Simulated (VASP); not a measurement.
# Al (P6_3/mmc) in VASP: a series of runs

Al is run at these levels: PBE+D3(BJ); tasks: single point.

All numbers are computed with VASP 6.6.1; they aren't measurements. Logs are shortened: lines on timing, memory, paths and dates and some standing lists are left out, and cuts for length are marked.

### Step 1. The cell of the first run

It takes space group P6_3/mmc (No. 194, hexagonal). The conventional cell has a = 2.936 Å, b = 2.936 Å, c = 9.040 Å, α = 90.00°, β = 90.00°, γ = 120.00°. Within 3.7 Å of Al (site symmetry -3m) lie 12 Al at 2.82 to 2.94 Å. Within 3.7 Å of Al (site symmetry -6m2) lie 12 Al at 2.82 to 2.94 Å.

This isn't the form of Al at room conditions, which is fcc.

### Step 2. Single point, PBE+D3(BJ) (16.87 Å³/atom)

File INCAR:

```
SYSTEM = Al
PREC     = Accurate       ! precision mode
ENCUT    = 520            ! plane-wave cutoff, eV
EDIFF    = 1E-6           ! SCF threshold, eV
ISMEAR   = 0              ! smearing method
SIGMA    = 0.15           ! smearing width, eV
LREAL    = .False.        ! projectors in reciprocal space
LASPH    = .True.         ! aspherical terms in the spheres
NELM     = 100            ! most SCF steps
ALGO     = Normal         ! electronic algorithm
ISIF     = 2              ! what is computed and relaxed
LWAVE    = .False.        ! write WAVECAR
LCHARG   = .False.        ! write CHGCAR
GGA      = PE             ! functional
IVDW     = 12             ! dispersion correction
NBANDS   = 14             ! bands
```

File KPOINTS:

```
Automatic mesh
0
Gamma
  18 18 6
  0 0 0
```

File POSCAR:

```
Al
1.0
    2.9357133650      0.0000000000      0.0000000000
   -1.4678566825      2.5424023523      0.0000000000
    0.0000000000      0.0000000000      9.0399421649
Al
4
Direct
    0.0000000000      0.0000000000      0.0000000000
    0.3333333333      0.6666666667      0.2500000000
    0.0000000000      0.0000000000      0.5000000000
    0.6666666667      0.3333333333      0.7500000000
```

Potentials or basis: VASP PAW PBE potentials, release 64 (Al).

On the command line:

```sh
> cat potpaw_PBE.64/Al/POTCAR > POTCAR
> mpirun -np 1 vasp_std > vasp.out
```

OUTCAR:

```text
SYSTEM = Al
   PREC = Accurate
   ENCUT = 520
   EDIFF = 1E-6
   ISMEAR = 0
   LREAL = .False.
   LASPH = .True.
   NELM = 100
   ISIF = 2
   GGA = PE
   IVDW = 12
 IVDW          = 12

 ion  position               nearest neighbor table
   1  0.000  0.000  0.000-   2 2.82   4 2.82   2 2.82   4 2.82   4 2.82   2 2.82
   2  0.333  0.667  0.250-   1 2.82   3 2.82   1 2.82   3 2.82   1 2.82   3 2.82
   3  0.000  0.000  0.500-   2 2.82   4 2.82   2 2.82   4 2.82   4 2.82   2 2.82
   4  0.667  0.333  0.750-   1 2.82   3 2.82   1 2.82   3 2.82   1 2.82   3 2.82

  LATTYP: Found a hexagonal cell.
 ALAT       =     2.9357133650
 C/A-ratio  =     3.0793000000

  Lattice vectors:

 A1 = (   2.9357133650,   0.0000000000,   0.0000000000)
 A2 = (  -1.4678566825,   2.5424023523,   0.0000000000)
 A3 = (   0.0000000000,   0.0000000000,   9.0399421649)

Analysis of symmetry for initial positions (statically):
=====================================================================
 Subroutine PRICEL returns:
 Original cell was already a primitive cell.

 Routine SETGRP: Setting up the symmetry group for a
 hexagonal supercell.

 Subroutine GETGRP returns: Found 24 space group operations
 (whereof 12 operations were pure point group operations)
 out of a pool of 24 trial point group operations.

The static configuration has the point symmetry D_3d.
 The point group associated with its full space group is D_6h.

Analysis of symmetry for dynamics (positions and initial velocities):
=====================================================================
 Subroutine PRICEL returns:
 Original cell was already a primitive cell.

 Routine SETGRP: Setting up the symmetry group for a
 hexagonal supercell.

 Subroutine GETGRP returns: Found 24 space group operations
 (whereof 12 operations were pure point group operations)
 out of a pool of 24 trial point group operations.

The dynamic configuration has the point symmetry D_3d.
 The point group associated with its full space group is D_6h.

 Subroutine INISYM returns: Found 24 space group operations
 (whereof 12 operations are pure point group operations),
 and found     1 'primitive' translations

----------------------------------------------------------------------------------------

                                     Primitive cell

  volume of cell :      67.4720

  direct lattice vectors                    reciprocal lattice vectors
     2.935713365  0.000000000  0.000000000     0.340632710  0.196664387  0.000000000
    -1.467856682  2.542402352  0.000000000     0.000000000  0.393328774  0.000000000
     0.000000000  0.000000000  9.039942165     0.000000000  0.000000000  0.110620177

  length of vectors
     2.935713365  2.935713365  9.039942165     0.393328774  0.393328774  0.110620177

  position of ions in fractional coordinates (direct lattice)
     0.000000000  0.000000000  0.000000000
     0.333333333  0.666666667  0.250000000
     0.000000000  0.000000000  0.500000000
     0.666666667  0.333333333  0.750000000

  ion indices of the primitive-cell ions
   primitive index   ion index
                 1           1
                 2           2
                 3           3
                 4           4

----------------------------------------------------------------------------------------

 KPOINTS: Automatic mesh

Automatic generation of k-mesh.
 Grid dimensions read from file:
 generate k-points for:   18   18    6

 Generating k-lattice:

  Cartesian coordinates                     Fractional coordinates (reciprocal lattice)
     0.018924039  0.010925799  0.000000000     0.055555556 -0.000000000  0.000000000
     0.000000000  0.021851599  0.000000000     0.000000000  0.055555556  0.000000000
     0.000000000  0.000000000  0.018436696     0.000000000  0.000000000  0.166666667

  Length of vectors
     0.021851599  0.021851599  0.018436696

  Shift w.r.t. Gamma in fractional coordinates (k-lattice)
     0.000000000  0.000000000  0.000000000

 Subroutine IBZKPT returns following result:
 ===========================================

 Found    148 irreducible k-points:

 Following reciprocal coordinates:
            Coordinates               Weight
  0.000000  0.000000  0.000000      1.000000
  0.055556 -0.000000  0.000000      6.000000
  0.111111 -0.000000  0.000000      6.000000
  0.166667 -0.000000  0.000000      6.000000
  0.222222 -0.000000  0.000000      6.000000
  0.277778  0.000000  0.000000      6.000000
[... 16 lines left out ...]
  0.333333  0.111111  0.000000     12.000000
  0.388889  0.111111  0.000000     12.000000
 [... further k-points ...]
   k-points           NKPTS =    148   k-points in BZ     NKDIM =    148   number of bands    NBANDS=     14
   number of dos      NEDOS =    301   number of ions     NIONS =      4
   total plane-waves  NPLWV =  40320
   dimension x,y,z NGX =    24 NGY =   24 NGZ =   70
   dimension x,y,z NGXF=    48 NGYF=   48 NGZF=  140
   ions per type =               4
   NGX,Y,Z   is equivalent  to a cutoff of  13.59, 13.59, 12.87 a.u.
   NGXF,Y,Z  is equivalent  to a cutoff of  27.18, 27.18, 25.75 a.u.
 SYSTEM =  Al
   PREC   = accura    normal or accurate (medium, high low for compatibility)
   ISTART =      0    job   : 0-new  1-cont  2-samecut
   ICHARG =      2    charge: 1-file 2-atom 10-const
   ISPIN  =      1    spin polarized calculation?
   LNONCOLLINEAR =      F non collinear calculations
   LSORBIT =      F    spin-orbit coupling
   LASPH  =      T    aspherical Exc in radial PAW
   ENCUT  =  520.0 eV  38.22 Ry    6.18 a.u.   5.46  5.46 16.81*2*pi/ulx,y,z
   NELM   =    100;   NELMIN=  2; NELMDL= -5     # of ELM steps
   EDIFF  = 0.1E-05   stopping-criterion for ELM
   LREAL  =      F    real-space projection
   EDIFFG = 0.1E-04   stopping-criterion for IOM
   NSW    =      0    number of steps for IOM
   IBRION =     -1    ionic relax: 0-MD 1-quasi-New 2-CG
   NFREE  =      0    steps in history (QN), initial steepest desc. (CG)
   ISIF   =      2    stress and relaxation
   ISYM   =      2    0-nonsym 1-usesym 2-fastsym
   POTIM  = 0.5000    time-step for ionic-motion
   TEBEG  =    0.0;   TEEND  =   0.0 temperature during run
   PSTRESS=    0.0 pullay stress
   NELECT =      12.0000    total number of electrons
   NUPDOWN=      -1.0000    fix difference up-down
   EMIN   =  10.00;   EMAX   =-10.00  energy-range for DOS
   EFERMI =   0.00;   METHOD = LEGACY
   ISMEAR =     0;   SIGMA  =   0.15  broadening in eV -4-tet -1-fermi 0-gaus
   EFERMI_NEDOS =   21; number of points for ismear=-14 and -15
   IALGO  =     38    algorithm
   IMIX   =      4    mixing-type and parameters
     AMIX     =   0.40;   BMIX     =  1.00
     AMIX_MAG =   1.60;   BMIX_MAG =  1.00
  volume/ion in A,a.u.               =      16.87       113.83
  Fermi-wavevector in a.u.,A,eV,Ry     =   0.920649  1.739774 11.532223  0.847594
  Thomas-Fermi vector in A             =   2.045978
   LORBIT       =      0    0 simple, 1 ext, 2 COOP (PROOUT), +10 PAW based schemes
   GGA     = PE    functional components
   LHFCALC =     F    Hartree Fock is set to
   AEXX    =    0.0000 exact exchange contribution
   IVDW    =    12    specifies the selected vdW correction
   LEPSILON=     F    determine dielectric tensor
   LRPA    =     F    only Hartree local field effects (RPA)
 non-spin polarized calculation
 Gauss-broadening in eV      SIGMA  =   0.15
  energy-cutoff  :      520.00
  volume of cell :       67.47
 maximum number of plane-waves:      1858
 NGX is ok and might be reduce to    24
   NGX = 11   NGY = 11   NGZ = 33

 number of electron      12.0000000 magnetization

 Free energy of the ion-electron system (eV)
  ---------------------------------------------------
  ext. energy  EPLUGINS =         0.00000000
  ---------------------------------------------------
  free energy    TOTEN  =       -14.89878175 eV

  energy without entropy =      -14.88098537  energy(sigma->0) =      -14.88988356

 E-fermi :   7.7785     XC(G=0): -10.1162

 val. band max:        7.7778018267   @ k =   0.2778   0.0556   0.1667
 cond. band min:       7.7938562409   @ k =   0.0556  -0.0000   0.5000
 fundamental gap:      0.0160544142
 Fermi energy:         7.7785383765

 k-point     1 :       0.0000    0.0000    0.0000
  band No.  band energies     occupation
      1      -3.2151      2.00000
      2      -1.4157      2.00000
      3      -1.4135      2.00000
      4       3.5951      2.00000
      5       4.1494      2.00000
      6      12.2738      0.00000
      7      12.2984      0.00000
      8      17.3431      0.00000
      9      17.3431      0.00000
     10      17.6521      0.00000
     11      17.6521      0.00000
     12      18.8318      0.00000
     13      18.8370      0.00000
     14      19.0151      0.00000

 k-point     2 :       0.0556   -0.0000    0.0000
  band No.  band energies     occupation
      1      -3.1445      2.00000
      2      -1.3460      2.00000
      3      -1.3438      2.00000
      4       3.6601      2.00000
      5       4.2183      2.00000
      6      12.3217      0.00000
      7      12.3537      0.00000
      8      15.9424      0.00000
      9      16.4724      0.00000
     10      17.3585      0.00000
     11      17.5101      0.00000
     12      17.9216      0.00000
     13      17.9727      0.00000
     14      18.0260      0.00000

 k-point     3 :       0.1111   -0.0000    0.0000
  band No.  band energies     occupation
      1      -2.9328      2.00000
      2      -1.1368      2.00000
      3      -1.1348      2.00000
      4       3.8552      2.00000
      5       4.4246      2.00000
      6      12.4237      0.00000
      7      12.5088      0.00000
      8      14.0986      0.00000
      9      15.5338      0.00000
     10      15.5644      0.00000
     11      15.6410      0.00000
     12      17.1027      0.00000
     13      17.1195      0.00000
     14      17.2801      0.00000

 k-point     4 :       0.1667   -0.0000    0.0000
  band No.  band energies     occupation
      1      -2.5806      2.00000
      2      -0.7890      2.00000
      3      -0.7873      2.00000
      4       4.1801      2.00000
      5       4.7653      2.00000
      6      11.8177      0.00000
      7      12.6488      0.00000
      8      13.0566      0.00000
      9      13.6358      0.00000
     10      13.8919      0.00000
     11      14.7722      0.00000
     12      16.3270      0.00000
     13      16.3297      0.00000
     14      16.4939      0.00000

 k-point     5 :       0.2222   -0.0000    0.0000
  band No.  band energies     occupation
      1      -2.0891      2.00000
      2      -0.3034      2.00000
      3      -0.3024      2.00000
      4       4.6340      2.00000
      5       5.2339      2.00000
      6      10.1004      0.00000
      7      11.6556      0.00000
      8      11.7901      0.00000
      9      13.3072      0.00000
     10      13.4566      0.00000
     11      14.1014      0.00000
[... 276 lines left out ...]
 k-point    22 :       0.2778    0.1111    0.0000
  band No.  band energies     occupation
      1      -0.4858      2.00000
      2       1.2777      2.00000
      3       1.2802      2.00000
      4       6.1008      2.00000
      5       6.3884      2.00000
      6       7.2570      2.00000
      7       8.5956      0.00000
      8       8.6376      0.00000
      9      10.4157      0.00000
     10      11.9719      0.00000
     11      12.1569      0.00000
     12      13.2991      0.00000
     13      14.0021      0.00000
     14      15.0183      0.00000

 k-point    23 :       0.3333    0.1111    0.0000
  band No.  band energies     occupation
      1       0.4123      2.00000
      2       2.1590      2.00000
      3       2.1665      2.00000
      4       5.2557      2.00000
      5       6.6670      2.00000
      6       6.9490      2.00000
      7       7.3648      1.99990
      8       7.8856      0.31299
      9      10.0917      0.00000
     10      11.4180      0.00000
     11      11.7770      0.00000
     12      12.1121      0.00000
     13      12.7348      0.00000
     14      15.6489      0.00000

 k-point    24 :       0.3889    0.1111    0.0000
  band No.  band energies     occupation
      1       1.4402      2.00000
      2       3.1510      2.00000
      3       3.1776      2.00000
      4       3.8878      2.00000
      5       5.5955      2.00000
      6       5.6600      2.00000
      7       8.0108      0.02852
      8       8.6784      0.00000
      9       9.8728      0.00000
     10      10.3158      0.00000
     11      11.2234      0.00000
     12      11.6941      0.00000
     13      11.8825      0.00000
     14      16.0235      0.00000

 [... further k-points ...]

------------------------ aborting loop because EDIFF is reached ----------------------------------------

 Edisp (eV)   -1.31496

 E8    (eV) :    -0.5878

  FORCE on cell =-STRESS in cart. coord.  units (eV):
  Direction    XX          YY          ZZ          XY          YZ          ZX
  --------------------------------------------------------------------------------------
  -------------------------------------------------------------------------------------
  Total      -2.27448    -2.27448    -0.85942    -0.00000     0.00000     0.00000
  in kB     -54.00946   -54.00946   -20.40760    -0.00000     0.00000     0.00000
  external pressure =      -42.81 kB  Pullay stress =        0.00 kB

 VOLUME and BASIS-vectors are now :
 -----------------------------------------------------------------------------
  energy-cutoff  :      520.00
  volume of cell :       67.47
      direct lattice vectors                 reciprocal lattice vectors
     2.935713365  0.000000000  0.000000000     0.340632710  0.196664387  0.000000000
    -1.467856682  2.542402352  0.000000000     0.000000000  0.393328774  0.000000000
     0.000000000  0.000000000  9.039942165     0.000000000  0.000000000  0.110620177

 POSITION                                       TOTAL-FORCE (eV/Angst)
 -----------------------------------------------------------------------------------
      0.00000      0.00000      0.00000        -0.000000      0.000000      0.000000
     -0.00000      1.69493      2.25999        -0.000000     -0.000000     -0.000000
      0.00000      0.00000      4.51997        -0.000000      0.000000      0.000000
      1.46786      0.84747      6.77996         0.000000      0.000000      0.000000
 -----------------------------------------------------------------------------------
    total drift:                               -0.000000      0.000000      0.000000

  FREE ENERGIE OF THE ION-ELECTRON SYSTEM (eV)
  ---------------------------------------------------
  free  energy   TOTEN  =       -16.2137392889 eV

  energy  without entropy=      -16.1959429112  energy(sigma->0) =      -16.20484110
```

It took 51 s on 1 thread of Intel Xeon 6975P-C (Granite Rapids), shared host; peak memory 0.25 GiB.

What came out:

```yaml
Free_energy: -16.2137 eV
Pressure: -4.3 GPa
Band_gap_on_the_k_mesh: zero (bands 6 and 7 overlap by 6.33 eV)
Dispersion_energy_per_atom: -0.329 eV
```

Levels at points of the mesh, in eV from the Fermi level:
```
           k point  band 4  band 5  band 6  band 7  band 8  band 9
(0.00, 0.00, 0.00)   -4.18   -3.63    4.50    4.52    9.56    9.56
(0.50, 0.00, 0.00)   -3.82   -3.47   -3.29    0.91    1.40    1.78
(0.00, 0.00, 0.50)   -6.98   -0.05   -0.05    9.55    9.55    9.89
(0.50, 0.00, 0.50)   -4.85   -1.79   -1.79   -1.12   -1.12    5.01
```

Caveat: the cell stands under tension.

(Part 1 of 2 ends here.)
